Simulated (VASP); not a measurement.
# Mg (P6_3/mmc) in VASP: a series of runs

Runs on Mg. Level: LDA. Tasks: single point.

All numbers are computed with VASP 6.6.1; they aren't measurements. Logs are shortened: lines on timing, memory, paths and dates and some standing lists are left out, and cuts for length are marked.

### Step 1. The cell of the first run

The structure is hexagonal, space group P6_3/mmc (No. 194). Conventional cell: a = 2.953 Å, b = 2.953 Å, c = 5.002 Å, α = 90.00°, β = 90.00°, γ = 120.00°. Within 3.9 Å of Mg (site symmetry -6m2) lie 12 Mg at 2.95 to 3.03 Å.

### Step 2. Single point, LDA (strain -0.080 along x and y, -0.040 along z)

Contents of INCAR:

```
PREC = Accurate
ENCUT = 520
EDIFF = 1E-6
ISMEAR = 0
SIGMA = 0.15
LREAL = F
LASPH = T
NELM = 60
ALGO = Normal
ISIF = 2
LWAVE = F
LCHARG = F
NBANDS = 9
```

Contents of KPOINTS:

```
regular mesh
0
Gamma
  18 18 10
```

Contents of POSCAR:

```
Mg
1.0
    2.9525298099      0.0000000000      0.0000000000
   -1.4762649049      2.5569658208      0.0000000000
    0.0000000000      0.0000000000      5.0019168000
Mg
2
Direct
    0.3333333333      0.6666666667      0.2500000000
    0.6666666667      0.3333333333      0.7500000000
```

Potentials or basis: VASP PAW LDA potentials, release 64 (Mg).

The run is started by

```
> cat potpaw_LDA.64/Mg/POTCAR > POTCAR
> mpirun -np 1 vasp_std > vasp.out
```

OUTCAR:

```text
PREC = Accurate
   ENCUT = 520
   EDIFF = 1E-6
   ISMEAR = 0
   LREAL = F
   LASPH = T
   NELM = 60
   ISIF = 2

 ion  position               nearest neighbor table
   1  0.333  0.667  0.250-   2 3.03   2 3.03   2 3.03   2 3.03   2 3.03   2 3.03
   2  0.667  0.333  0.750-   1 3.03   1 3.03   1 3.03   1 3.03   1 3.03   1 3.03

  LATTYP: Found a hexagonal cell.
 ALAT       =     2.9525298099
 C/A-ratio  =     1.6941122095

  Lattice vectors:

 A1 = (   2.9525298099,   0.0000000000,   0.0000000000)
 A2 = (  -1.4762649049,   2.5569658208,   0.0000000000)
 A3 = (   0.0000000000,   0.0000000000,   5.0019168000)

Analysis of symmetry for initial positions (statically):
=====================================================================
 Subroutine PRICEL returns:
 Original cell was already a primitive cell.

 Routine SETGRP: Setting up the symmetry group for a
 hexagonal supercell.

 Subroutine GETGRP returns: Found 24 space group operations
 (whereof 12 operations were pure point group operations)
 out of a pool of 24 trial point group operations.

The static configuration has the point symmetry D_3d.
 The point group associated with its full space group is D_6h.

Analysis of symmetry for dynamics (positions and initial velocities):
=====================================================================
 Subroutine PRICEL returns:
 Original cell was already a primitive cell.

 Routine SETGRP: Setting up the symmetry group for a
 hexagonal supercell.

 Subroutine GETGRP returns: Found 24 space group operations
 (whereof 12 operations were pure point group operations)
 out of a pool of 24 trial point group operations.

The dynamic configuration has the point symmetry D_3d.
 The point group associated with its full space group is D_6h.

 Subroutine INISYM returns: Found 24 space group operations
 (whereof 12 operations are pure point group operations),
 and found     1 'primitive' translations

----------------------------------------------------------------------------------------

                                     Primitive cell

  volume of cell :      37.7621

  direct lattice vectors                    reciprocal lattice vectors
     2.952529810  0.000000000  0.000000000     0.338692601  0.195544264  0.000000000
    -1.476264905  2.556965821  0.000000000     0.000000000  0.391088528  0.000000000
     0.000000000  0.000000000  5.001916800     0.000000000  0.000000000  0.199923357

  length of vectors
[... 82 lines left out ...]
   EDIFF  = 0.1E-05   stopping-criterion for ELM
   LREAL  =      F    real-space projection
   EDIFFG = 0.1E-04   stopping-criterion for IOM
   NSW    =      0    number of steps for IOM
   IBRION =     -1    ionic relax: 0-MD 1-quasi-New 2-CG
   NFREE  =      0    steps in history (QN), initial steepest desc. (CG)
   ISIF   =      2    stress and relaxation
   ISYM   =      2    0-nonsym 1-usesym 2-fastsym
   POTIM  = 0.5000    time-step for ionic-motion
   TEBEG  =    0.0;   TEEND  =   0.0 temperature during run
   PSTRESS=    0.0 pullay stress
   NELECT =       4.0000    total number of electrons
   NUPDOWN=      -1.0000    fix difference up-down
   EMIN   =  10.00;   EMAX   =-10.00  energy-range for DOS
   EFERMI =   0.00;   METHOD = LEGACY
   ISMEAR =     0;   SIGMA  =   0.15  broadening in eV -4-tet -1-fermi 0-gaus
   EFERMI_NEDOS =   21; number of points for ismear=-14 and -15
   IALGO  =     38    algorithm
   IMIX   =      4    mixing-type and parameters
     AMIX     =   0.40;   BMIX     =  1.00
     AMIX_MAG =   1.60;   BMIX_MAG =  1.00
  volume/ion in A,a.u.               =      18.88       127.42
  Fermi-wavevector in a.u.,A,eV,Ry     =   0.774598  1.463778  8.163520  0.600002
  Thomas-Fermi vector in A             =   1.876688
   LORBIT       =      0    0 simple, 1 ext, 2 COOP (PROOUT), +10 PAW based schemes
   GGA     = CA    functional components
   LHFCALC =     F    Hartree Fock is set to
   AEXX    =    0.0000 exact exchange contribution
   IVDW    =     0    specifies the selected vdW correction
   LEPSILON=     F    determine dielectric tensor
   LRPA    =     F    only Hartree local field effects (RPA)
 non-spin polarized calculation
 Gauss-broadening in eV      SIGMA  =   0.15
  energy-cutoff  :      520.00
  volume of cell :       37.76
 maximum number of plane-waves:      1051
 NGX is ok and might be reduce to    24
   NGX = 11   NGY = 11   NGZ = 19

 number of electron       4.0000000 magnetization

 Free energy of the ion-electron system (eV)
  ---------------------------------------------------
  ext. energy  EPLUGINS =         0.00000000
  ---------------------------------------------------
  free energy    TOTEN  =        -3.51464965 eV

  energy without entropy =       -3.50560248  energy(sigma->0) =       -3.51012607

 E-fermi :   3.5472     XC(G=0):  -9.3321

 val. band max:        3.5379274084   @ k =   0.3333   0.3333   0.3000
 cond. band min:       3.5505580186   @ k =   0.3333   0.2778   0.4000
 fundamental gap:      0.0126306102
 Fermi energy:         3.5471920306

 k-point     1 :       0.0000    0.0000    0.0000
  band No.  band energies     occupation
      1      -4.2334      2.00000
      2       1.3378      2.00000
      3       1.8852      2.00000
      4      16.0815      0.00000
      5      16.1244      0.00000
      6      16.1244      0.00000
      7      16.6967      0.00000
      8      16.6967      0.00000
      9      18.8006      0.00000
[... 265 lines left out ...]
 k-point    24 :       0.3889    0.1111    0.0000
  band No.  band energies     occupation
      1       0.3899      2.00000
      2       2.7274      2.00000
      3       5.6253      0.00000
      4       6.3908      0.00000
      5       7.9549      0.00000
      6       7.9938      0.00000
      7      10.5067      0.00000
      8      13.7833      0.00000
      9      15.1113      0.00000

 [... further k-points ...]
[... 5 lines left out ...]
  --------------------------------------------------------------------------------------
  -------------------------------------------------------------------------------------
  Total        1.9349854      1.9349854      0.9851814      0.0000000     -0.0000000      0.0000000
  in kB       82.0980037     82.0980037     41.7995024      0.0000000     -0.0000000      0.0000000
  external PRESSURE =      68.6651699 kB  Pullay stress =       0.0000000 kB

 VOLUME and BASIS-vectors are now :
 -----------------------------------------------------------------------------
  energy-cutoff  :      520.00
  volume of cell :       37.76
      direct lattice vectors                 reciprocal lattice vectors
     2.952529810  0.000000000  0.000000000     0.338692601  0.195544264  0.000000000
    -1.476264905  2.556965821  0.000000000     0.000000000  0.391088528  0.000000000
     0.000000000  0.000000000  5.001916800     0.000000000  0.000000000  0.199923357

 POSITION                                       TOTAL-FORCE (eV/Angst)
 -----------------------------------------------------------------------------------
     -0.00000      1.70464      1.25048        -0.000000     -0.000000      0.000000
      1.47626      0.85232      3.75144         0.000000      0.000000      0.000000
 -----------------------------------------------------------------------------------
    total drift:                                0.000000     -0.000000      0.000000

  FREE ENERGIE OF THE ION-ELECTRON SYSTEM (eV)
  ---------------------------------------------------
  free  energy   TOTEN  =        -3.5146496513 eV

  energy  without entropy=       -3.5056024798  energy(sigma->0) =       -3.51012607
```

stdout:

```text
POSCAR found type information on POSCAR Mg
 POSCAR found :  1 types and       2 ions
 scaLAPACK will be used
 LDA part: xc-table for (Slater(with rela. corr.)+CA(PZ))
 , standard interpolation
 POSCAR, INCAR and KPOINTS ok, starting setup
 FFT: planning ... GRIDC
 FFT: planning ... GRID_SOFT
 FFT: planning ... GRID
 WAVECAR not read
 entering main loop
```

Run time: 63 s. Hardware: 1 thread of Intel Xeon 8259CL, shared host; peak memory 0.19 GiB.

What came out:

* Free energy: -3.5146 eV
* Pressure: 6.9 GPa
* Band gap on the k mesh: zero (band 2 reaches 4.44 eV, above the bottom of band 3 at 1.89 eV)

Caveat: the cell differs from its parent crystal (strain -0.080 along x and y, -0.040 along z).

### Step 3. Single point, LDA (strain -0.080 along x and y, +0.000 along z)

Contents of INCAR:

```
SYSTEM = Mg
PREC = Accurate
ENCUT = 520
EDIFF = 1E-6
ISMEAR = 0
SIGMA = 0.15
LREAL = .False.
LASPH = .True.
NELM = 100
ALGO = Normal
ISIF = 2
LWAVE = .False.
LCHARG = .False.
GGA = CA
NBANDS = 9
```

Contents of KPOINTS:

```
regular mesh
0
Gamma
  18 18 10
  0 0 0
```

Edit POSCAR of step 2 so:

```diff
@@ -4,3 +4,3 @@
    -1.4762649049      2.5569658208      0.0000000000
-    0.0000000000      0.0000000000      5.0019168000
+    0.0000000000      0.0000000000      5.2103300000
 Mg
```

Potentials or basis: VASP PAW LDA potentials, release 64 (Mg).

The run is started by

```
> cat potpaw_LDA.64/Mg/POTCAR > POTCAR
> mpirun -np 1 vasp_std > vasp.out
```

Run time: 69 s. Hardware: 1 thread of Intel Xeon 8259CL, shared host; peak memory 0.2 GiB.

The run converged. Its results:

| Item | Value |
| --- | --- |
| Free energy | -3.5364 eV |
| Pressure | 4.7 GPa |
| Band gap on the k mesh | zero (band 2 reaches 4.27 eV, above the bottom of band 3 at 1.26 eV) |

Stress tensor (GPa, compression positive):
```
6.86 0.00 0.00
0.00 6.86 0.00
0.00 0.00 0.36
```

Levels at points of the mesh, in eV from the Fermi level:
| k point | band 1 | band 2 | band 3 | band 4 | band 5 | band 6 | band 7 |
| --- | --- | --- | --- | --- | --- | --- | --- |
| (0.00, 0.00, 0.00) | -7.59 | -2.34 | -2.05 | 11.64 | 12.78 | 12.78 | 13.35 |
| (0.50, 0.00, 0.00) | -2.14 | -1.94 | 2.82 | 2.98 | 3.14 | 3.76 | 8.61 |
| (0.00, 0.00, 0.50) | -6.22 | -6.22 | 4.19 | 4.19 | 13.44 | 13.44 | 13.44 |
| (0.50, 0.00, 0.50) | -1.13 | -1.13 | -0.24 | -0.24 | 8.34 | 8.34 | 9.54 |

Caveat: the cell differs from its parent crystal (strain -0.080 along x and y, +0.000 along z).

### Step 4. Single point, LDA (strain -0.080 along x and y, +0.040 along z)

Contents of INCAR:

```
PREC     = Accurate       # precision mode
ENCUT    = 520            # plane-wave cutoff, eV
EDIFF    = 1E-7           # SCF threshold, eV
ISMEAR   = 0              # smearing method
SIGMA    = 0.15           # smearing width, eV
LREAL    = F              # projectors in reciprocal space
LASPH    = T              # aspherical terms in the spheres
NELM     = 80             # most SCF steps
ALGO     = Normal         # electronic algorithm
ISIF     = 2              # what is computed and relaxed
LWAVE    = F              # write WAVECAR
LCHARG   = F              # write CHGCAR
GGA      = CA             # functional
NBANDS   = 9              # bands
```

Contents of KPOINTS:

```
regular mesh
0
Gamma
  18 18 10
```

Edit POSCAR of step 3 so:

```diff
@@ -4,3 +4,3 @@
    -1.4762649049      2.5569658208      0.0000000000
-    0.0000000000      0.0000000000      5.2103300000
+    0.0000000000      0.0000000000      5.4187432000
 Mg
```

Potentials or basis: VASP PAW LDA potentials, release 64 (Mg).

The run is started by

```
> cat potpaw_LDA.64/Mg/POTCAR > POTCAR
> mpirun -np 1 vasp_std > vasp.out
```

OUTCAR:

```text
PREC = Accurate
   ENCUT = 520
   EDIFF = 1E-7
   ISMEAR = 0
   LREAL = F
   LASPH = T
   NELM = 80
   ISIF = 2
   GGA = CA

 ion  position               nearest neighbor table
   1  0.333  0.667  0.250-   2 3.20   2 3.20   2 3.20   2 3.20   2 3.20   2 3.20
   2  0.667  0.333  0.750-   1 3.20   1 3.20   1 3.20   1 3.20   1 3.20   1 3.20

  LATTYP: Found a hexagonal cell.
 ALAT       =     2.9525298099
 C/A-ratio  =     1.8352882270

  Lattice vectors:

[... 467 lines left out ...]
      2       2.6087      1.99999
      3       5.0126      0.00000
      4       5.3079      0.00000
      5       7.2412      0.00000
      6       7.3806      0.00000
      7       9.7600      0.00000
      8      13.3028      0.00000
      9      13.7008      0.00000

 [... further k-points ...]
[... 5 lines left out ...]
  --------------------------------------------------------------------------------------
  -------------------------------------------------------------------------------------
  Total        1.4119389      1.4119389     -0.4792104      0.0000000     -0.0000000      0.0000000
  in kB       55.2979084     55.2979084    -18.7680457      0.0000000     -0.0000000      0.0000000
  external PRESSURE =      30.6092570 kB  Pullay stress =       0.0000000 kB

 VOLUME and BASIS-vectors are now :
 -----------------------------------------------------------------------------
  energy-cutoff  :      520.00
  volume of cell :       40.91
      direct lattice vectors                 reciprocal lattice vectors
     2.952529810  0.000000000  0.000000000     0.338692601  0.195544264  0.000000000
    -1.476264905  2.556965821  0.000000000     0.000000000  0.391088528  0.000000000
     0.000000000  0.000000000  5.418743200     0.000000000  0.000000000  0.184544638

 POSITION                                       TOTAL-FORCE (eV/Angst)
 -----------------------------------------------------------------------------------
     -0.00000      1.70464      1.35469        -0.000000      0.000000      0.000000
      1.47626      0.85232      4.06406         0.000000     -0.000000      0.000000
 -----------------------------------------------------------------------------------
    total drift:                                0.000000     -0.000000      0.000000

  FREE ENERGIE OF THE ION-ELECTRON SYSTEM (eV)
  ---------------------------------------------------
  free  energy   TOTEN  =        -3.5274970597 eV

  energy  without entropy=       -3.5174677073  energy(sigma->0) =       -3.52248238
```

It took 67 s on 1 thread of Intel Xeon 8259CL, shared host; peak memory 0.2 GiB.

What came out:

| Item | Value |
| --- | --- |
| Free energy | -3.5275 eV |
| Pressure | 3.1 GPa |
| Band gap on the k mesh | zero (band 2 reaches 4.09 eV, above the bottom of band 3 at 0.68 eV) |

Stress tensor (GPa, compression positive):
```
 5.53  0.00  0.00
 0.00  5.53  0.00
 0.00  0.00 -1.88
```

Levels at points of the mesh, in eV from the Fermi level:
```tsv
k point	band 1	band 2	band 3	band 4	band 5
(0.00, 0.00, 0.00)	-7.41	-2.43	-2.40	10.74	12.07
(0.50, 0.00, 0.00)	-1.97	-1.75	2.77	2.78	2.94
(0.00, 0.00, 0.50)	-6.14	-6.14	3.54	3.54	13.58
(0.50, 0.00, 0.50)	-1.03	-1.03	-0.16	-0.16	8.04
```

Caveat: the cell differs from its parent crystal (strain -0.080 along x and y, +0.040 along z).

### Step 5. Summary

| cell | gap on the mesh (eV) | pressure (GPa) |
| --- | --- | --- |
| a = 2.953, b = 2.953, c = 5.002 Å, angles 90.0, 90.0, 120.0°, 2 atoms | none | 6.9 |
| a = 2.953, b = 2.953, c = 5.210 Å, angles 90.0, 90.0, 120.0°, 2 atoms | none | 4.7 |
| a = 2.953, b = 2.953, c = 5.419 Å, angles 90.0, 90.0, 120.0°, 2 atoms | none | 3.1 |

Alike in all rows: task single point; level LDA; potentials or basis VASP PAW LDA potentials, release 64 (Mg); no spin polarisation; k mesh 18 × 18 × 10; cutoff (eV) 520; smearing gaussian 0.15 eV.

Total energies depend on the potentials used, so only differences within one code and one set of settings carry meaning.
